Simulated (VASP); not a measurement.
# TiO2 (I4_1/amd) in VASP: single point with r2SCAN

Aim: the single point of TiO2 with r2SCAN.

Everything below comes from runs of VASP 6.6.1. Logs are shortened: lines on timing, memory, paths and dates and some standing lists are left out, and cuts for length are marked.

**1. The cell of the first run**

It takes space group I4_1/amd (No. 141, tetragonal). The conventional cell has a = 3.778 Å, b = 3.778 Å, c = 9.583 Å, α = 90.00°, β = 90.00°, γ = 90.00°. Within 2.6 Å of Ti (site symmetry -4m2) lie 6 O at 1.93 to 1.99 Å. Within 2.6 Å of O (site symmetry 2mm) lie 3 Ti at 1.93 to 1.99 Å and 2 O at 2.46 Å.

**2. Single point, r2SCAN**

The input, POSCAR:

```
TiO2
1.0
   -1.8889063195      1.8889063195      4.7917197248
    1.8889063195     -1.8889063195      4.7917197248
    1.8889063195      1.8889063195     -4.7917197248
Ti O
2 4
Direct
    0.0000000000      0.0000000000      0.0000000000
    0.7500000000      0.2500000000      0.5000000000
    0.2072834803      0.2072834803      0.0000000000
    0.9572834803      0.4572834803      0.5000000000
    0.5427165197      0.0427165197      0.5000000000
    0.7927165197      0.7927165197      0.0000000000
```

The input, INCAR.step1:

```
ALGO     = Normal         # electronic algorithm
EDIFF    = 1E-5           # SCF threshold, eV
ENCUT    = 910            # plane-wave cutoff, eV
GGA      = PE             # functional
GGA_COMPAT= F            
ISMEAR   = 0              # smearing method
LASPH    = T              # aspherical terms in the spheres
LCHARG   = F              # write CHGCAR
LREAL    = F              # projectors in reciprocal space
LWAVE    = T              # write WAVECAR
NBANDS   = 33             # bands
NELM     = 120            # most SCF steps
PREC     = Accurate       # precision mode
SIGMA    = 0.02           # smearing width, eV
```

The input, INCAR.step2:

```
ALGO     = Normal         # electronic algorithm
EDIFF    = 1E-6           # SCF threshold, eV
ENCUT    = 910            # plane-wave cutoff, eV
GGA_COMPAT= F            
ISIF     = 2              # what is computed and relaxed
ISMEAR   = 0              # smearing method
ISTART   = 1            
LASPH    = T              # aspherical terms in the spheres
LCHARG   = F              # write CHGCAR
LMIXTAU  = T            
LREAL    = F              # projectors in reciprocal space
LWAVE    = F              # write WAVECAR
METAGGA  = R2SCAN         # meta-GGA
NBANDS   = 33             # bands
NELM     = 120            # most SCF steps
PREC     = Accurate       # precision mode
SIGMA    = 0.02           # smearing width, eV
```

The input, KPOINTS:

```
k-points
0
Gamma
  10 10 10
```

Potentials or basis: VASP PAW PBE potentials, release 64 (Ti_sv, O_h).

Launch:

```bash
cat potpaw_PBE.64/Ti_sv/POTCAR potpaw_PBE.64/O_h/POTCAR > POTCAR
cp INCAR.step1 INCAR
mpirun -np 1 vasp_std > vasp.out
cp INCAR.step2 INCAR
mpirun -np 1 vasp_std > vasp.out
```

OUTCAR:

```text
EDIFF = 1E-6
   ENCUT = 910
   ISIF = 2
   ISMEAR = 0
   ISTART = 1
   LASPH = T
   LREAL = F
   METAGGA = R2SCAN
   NELM = 120
   PREC = Accurate

 ion  position               nearest neighbor table
   1  0.000  0.000  0.000-   5 1.93   4 1.93   5 1.93   4 1.93   3 1.99   6 1.99
   2  0.750  0.250  0.500-   6 1.93   3 1.93   6 1.93   3 1.93   4 1.99   5 1.99
   3  0.207  0.207  0.000-   2 1.93   2 1.93   1 1.99
   4  0.957  0.457  0.500-   1 1.93   1 1.93   2 1.99
   5  0.543  0.043  0.500-   1 1.93   1 1.93   2 1.99
   6  0.793  0.793  0.000-   2 1.93   2 1.93   1 1.99

  LATTYP: Found a body centered tetragonal cell.
 ALAT       =     3.7778126390
 C/A-ratio  =     2.5367693862

  Lattice vectors:

 A1 = (  -1.8889063195,   1.8889063195,   4.7917197248)
 A2 = (   1.8889063195,  -1.8889063195,   4.7917197248)
 A3 = (   1.8889063195,   1.8889063195,  -4.7917197248)

Analysis of symmetry for initial positions (statically):
=====================================================================
 Subroutine PRICEL returns:
 Original cell was already a primitive cell.

 Routine SETGRP: Setting up the symmetry group for a
 body centered tetragonal supercell.

 Subroutine GETGRP returns: Found 16 space group operations
 (whereof  8 operations were pure point group operations)
 out of a pool of 16 trial point group operations.

The static configuration has the point symmetry D_2d.
 The point group associated with its full space group is D_4h.

Analysis of symmetry for dynamics (positions and initial velocities):
=====================================================================
 Subroutine PRICEL returns:
 Original cell was already a primitive cell.

 Routine SETGRP: Setting up the symmetry group for a
 body centered tetragonal supercell.

 Subroutine GETGRP returns: Found 16 space group operations
 (whereof  8 operations were pure point group operations)
 out of a pool of 16 trial point group operations.

The dynamic configuration has the point symmetry D_2d.
 The point group associated with its full space group is D_4h.

 Subroutine INISYM returns: Found 16 space group operations
 (whereof  8 operations are pure point group operations),
 and found     1 'primitive' translations

----------------------------------------------------------------------------------------

                                     Primitive cell

  volume of cell :      68.3868

  direct lattice vectors                    reciprocal lattice vectors
    -1.888906319  1.888906319  4.791719725     0.000000000  0.264703440  0.104346671
     1.888906319 -1.888906319  4.791719725     0.264703440  0.000000000  0.104346671
     1.888906319  1.888906319 -4.791719725     0.264703440  0.264703440  0.000000000

  length of vectors
     5.486028809  5.486028809  5.486028809     0.284527922  0.284527922  0.374347194

  position of ions in fractional coordinates (direct lattice)
     0.000000000  0.000000000  0.000000000
     0.750000000  0.250000000  0.500000000
     0.207283480  0.207283480  0.000000000
     0.957283480  0.457283480  0.500000000
     0.542716520  0.042716520  0.500000000
     0.792716520  0.792716520  0.000000000

  ion indices of the primitive-cell ions
   primitive index   ion index
                 1           1
                 2           2
                 3           3
                 4           4
                 5           5
                 6           6

----------------------------------------------------------------------------------------

 KPOINTS: k-points

Automatic generation of k-mesh.
 Grid dimensions read from file:
 generate k-points for:   10   10   10

 Generating k-lattice:

  Cartesian coordinates                     Fractional coordinates (reciprocal lattice)
     0.000000000  0.026470344  0.010434667     0.100000000  0.000000000  0.000000000
     0.026470344  0.000000000  0.010434667     0.000000000  0.100000000  0.000000000
     0.026470344  0.026470344  0.000000000     0.000000000  0.000000000  0.100000000

  Length of vectors
     0.028452792  0.028452792  0.037434719

  Shift w.r.t. Gamma in fractional coordinates (k-lattice)
     0.000000000  0.000000000  0.000000000

 Subroutine IBZKPT returns following result:
 ===========================================

 Found    102 irreducible k-points:

 Following reciprocal coordinates:
            Coordinates               Weight
  0.000000  0.000000  0.000000      1.000000
  0.100000  0.000000 -0.000000      8.000000
  0.200000  0.000000 -0.000000      8.000000
  0.300000  0.000000 -0.000000      8.000000
  0.400000  0.000000 -0.000000      8.000000
  0.500000  0.000000 -0.000000      4.000000
[... 16 lines left out ...]
  0.300000  0.300000 -0.000000      8.000000
  0.400000  0.300000  0.000000     16.000000
 [... further k-points ...]
   k-points           NKPTS =    102   k-points in BZ     NKDIM =    102   number of bands    NBANDS=     33
   number of dos      NEDOS =    301   number of ions     NIONS =      6
   total plane-waves  NPLWV = 157464
   dimension x,y,z NGX =    54 NGY =   54 NGZ =   54
   dimension x,y,z NGXF=   108 NGYF=  108 NGZF=  108
   ions per type =               2   4
   NGX,Y,Z   is equivalent  to a cutoff of  16.36, 16.36, 16.36 a.u.
   NGXF,Y,Z  is equivalent  to a cutoff of  32.73, 32.73, 32.73 a.u.
 SYSTEM =  unknown system
   PREC   = accura    normal or accurate (medium, high low for compatibility)
   ISTART =      1    job   : 0-new  1-cont  2-samecut
   ICHARG =      0    charge: 1-file 2-atom 10-const
   ISPIN  =      1    spin polarized calculation?
   LNONCOLLINEAR =      F non collinear calculations
   LSORBIT =      F    spin-orbit coupling
   LASPH  =      T    aspherical Exc in radial PAW
   ENCUT  =  910.0 eV  66.88 Ry    8.18 a.u.  13.49 13.49 13.49*2*pi/ulx,y,z
   NELM   =    120;   NELMIN=  2; NELMDL=  0     # of ELM steps
   EDIFF  = 0.1E-05   stopping-criterion for ELM
   LREAL  =      F    real-space projection
   EDIFFG = 0.1E-04   stopping-criterion for IOM
   NSW    =      0    number of steps for IOM
   IBRION =     -1    ionic relax: 0-MD 1-quasi-New 2-CG
   NFREE  =      0    steps in history (QN), initial steepest desc. (CG)
   ISIF   =      2    stress and relaxation
   ISYM   =      2    0-nonsym 1-usesym 2-fastsym
   POTIM  = 0.5000    time-step for ionic-motion
   TEBEG  =    0.0;   TEEND  =   0.0 temperature during run
   PSTRESS=    0.0 pullay stress
   NELECT =      48.0000    total number of electrons
   NUPDOWN=      -1.0000    fix difference up-down
   EMIN   =  10.00;   EMAX   =-10.00  energy-range for DOS
   EFERMI =   0.00;   METHOD = LEGACY
   ISMEAR =     0;   SIGMA  =   0.02  broadening in eV -4-tet -1-fermi 0-gaus
   EFERMI_NEDOS =   21; number of points for ismear=-14 and -15
   IALGO  =     38    algorithm
   IMIX   =      4    mixing-type and parameters
     AMIX     =   0.40;   BMIX     =  1.00
     AMIX_MAG =   1.60;   BMIX_MAG =  1.00
  volume/ion in A,a.u.               =      11.40        76.92
  Fermi-wavevector in a.u.,A,eV,Ry     =   1.454893  2.749350 28.799652  2.116715
  Thomas-Fermi vector in A             =   2.571991
   LORBIT       =      0    0 simple, 1 ext, 2 COOP (PROOUT), +10 PAW based schemes
   METAGGA = R2SCAN    functional components
   LHFCALC =     F    Hartree Fock is set to
   AEXX    =    0.0000 exact exchange contribution
   IVDW    =     0    specifies the selected vdW correction
   LEPSILON=     F    determine dielectric tensor
   LRPA    =     F    only Hartree local field effects (RPA)
 non-spin polarized calculation
 Gauss-broadening in eV      SIGMA  =   0.02
  energy-cutoff  :      910.00
  volume of cell :       68.39
 maximum number of plane-waves:      4284
 NGX is ok and might be reduce to    54
   NGX = 27   NGY = 27   NGZ = 27

 number of electron      48.0000000 magnetization

 Free energy of the ion-electron system (eV)
  ---------------------------------------------------
  ext. energy  EPLUGINS =         0.00000000
  ---------------------------------------------------
  free energy    TOTEN  =       -69.91012883 eV

  energy without entropy =      -69.91012883  energy(sigma->0) =      -69.91012883

 E-fermi :   3.5542     XC(G=0): -11.4505

 val. band max:        3.4440073981   @ k =  -0.4000   0.4000   0.0000
 cond. band min:       6.0199006399   @ k =   0.0000   0.0000   0.0000
 fundamental gap:      2.5758932419
 Fermi energy:         3.5541817236

 k-point     1 :       0.0000    0.0000    0.0000
  band No.  band energies     occupation
      1     -55.1210      2.00000
      2     -55.0621      2.00000
      3     -30.5373      2.00000
      4     -30.2911      2.00000
      5     -30.2911      2.00000
      6     -30.2220      2.00000
[... 25 lines left out ...]
     32       9.0672      0.00000
     33       9.1345      0.00000

 k-point     2 :       0.1000    0.0000   -0.0000
  band No.  band energies     occupation
      1     -55.1197      2.00000
      2     -55.0630      2.00000
      3     -30.5346      2.00000
      4     -30.3053      2.00000
      5     -30.2920      2.00000
      6     -30.2280      2.00000
[... 25 lines left out ...]
     32       9.1846      0.00000
     33       9.4505      0.00000

 k-point     3 :       0.2000    0.0000   -0.0000
  band No.  band energies     occupation
      1     -55.1161      2.00000
      2     -55.0654      2.00000
      3     -30.5281      2.00000
      4     -30.3409      2.00000
      5     -30.2941      2.00000
      6     -30.2421      2.00000
[... 25 lines left out ...]
     32       9.5450      0.00000
     33       9.9065      0.00000

 k-point     4 :       0.3000    0.0000   -0.0000
  band No.  band energies     occupation
      1     -55.1110      2.00000
      2     -55.0690      2.00000
      3     -30.5203      2.00000
      4     -30.3836      2.00000
      5     -30.2965      2.00000
      6     -30.2558      2.00000
[... 673 lines left out ...]
     32      10.3269      0.00000
     33      10.3612      0.00000

 k-point    23 :       0.3000    0.3000   -0.0000
  band No.  band energies     occupation
      1     -55.0986      2.00000
      2     -55.0782      2.00000
      3     -30.4949      2.00000
      4     -30.4358      2.00000
      5     -30.3428      2.00000
      6     -30.2980      2.00000
[... 25 lines left out ...]
     32      10.3433      0.00000
     33      11.1786      0.00000

 k-point    24 :       0.4000    0.3000    0.0000
  band No.  band energies     occupation
      1     -55.0948      2.00000
      2     -55.0808      2.00000
      3     -30.4987      2.00000
      4     -30.4590      2.00000
      5     -30.3458      2.00000
      6     -30.3149      2.00000
[... 25 lines left out ...]
     32      10.3495      0.00000
     33      11.2664      0.00000

 [... further k-points ...]

------------------------ aborting loop because EDIFF is reached ----------------------------------------

  FORCE on cell =-STRESS in cart. coord.  units (eV):
  Direction    XX          YY          ZZ          XY          YZ          ZX
  --------------------------------------------------------------------------------------
  -------------------------------------------------------------------------------------
  Total        0.4554707      0.4554707      0.3044672      0.0000000      0.0000000      0.0000000
  in kB       10.6708455     10.6708455      7.1331089      0.0000000      0.0000000      0.0000000
  external PRESSURE =       9.4916000 kB  Pullay stress =       0.0000000 kB

 VOLUME and BASIS-vectors are now :
 -----------------------------------------------------------------------------
  energy-cutoff  :      910.00
  volume of cell :       68.39
      direct lattice vectors                 reciprocal lattice vectors
    -1.888906319  1.888906319  4.791719725     0.000000000  0.264703440  0.104346671
     1.888906319 -1.888906319  4.791719725     0.264703440  0.000000000  0.104346671
     1.888906319  1.888906319 -4.791719725     0.264703440  0.264703440  0.000000000

 POSITION                                       TOTAL-FORCE (eV/Angst)
 -----------------------------------------------------------------------------------
      0.00000      0.00000      0.00000         0.000000      0.000000     -0.000000
      0.00000      1.88891      2.39586         0.000000      0.000000     -0.000000
      0.00000      0.00000      1.98649         0.000000     -0.000000      0.028802
     -0.00000      1.88891      4.38235        -0.000000      0.000000      0.028802
      0.00000      1.88891      0.40937        -0.000000      0.000000     -0.028802
      0.00000      0.00000      7.59695         0.000000     -0.000000     -0.028802
 -----------------------------------------------------------------------------------
    total drift:                               -0.000000     -0.000000      0.000000

  FREE ENERGIE OF THE ION-ELECTRON SYSTEM (eV)
  ---------------------------------------------------
  free  energy   TOTEN  =       -69.9101288298 eV

  energy  without entropy=      -69.9101288298  energy(sigma->0) =      -69.91012883
```

It took 53 min on 1 thread of AMD EPYC 9R45 (Zen 5), shared host; peak memory 0.69 GiB.

What came out:

- Free energy: -69.9101 eV
- Pressure: 0.9 GPa
- Largest force: 0.029 eV/Å
- Band gap on the k mesh: 2.58 eV (least direct gap 2.90 eV)

Forces in eV/Å, atoms in the order of the input:
```
Ti   0.000  0.000  0.000
Ti   0.000  0.000  0.000
O    0.000  0.000  0.029
O    0.000  0.000  0.029
O    0.000  0.000 -0.029
O    0.000  0.000 -0.029
```

Levels at points of the mesh, in eV from the valence-band top:
```
           k point  band 21  band 22  band 23  band 24  band 25  band 26  band 27  band 28
(0.00, 0.00, 0.00)    -0.78    -0.78    -0.46    -0.46     2.58     3.29     4.48     4.48
(0.50, 0.00, 0.00)    -1.95    -0.95    -0.85    -0.67     3.70     3.98     4.02     4.07
(0.50, 0.50, 0.00)    -2.07    -2.07    -0.04    -0.04     3.76     3.76     4.22     4.22
(0.50, 0.50, 0.50)    -1.28    -1.28    -0.11    -0.11     2.92     2.92     4.24     4.24
```

Caveat: the PAW data sets were made with another functional, which shifts forces and pressure a little. A k mesh can miss the band edges.
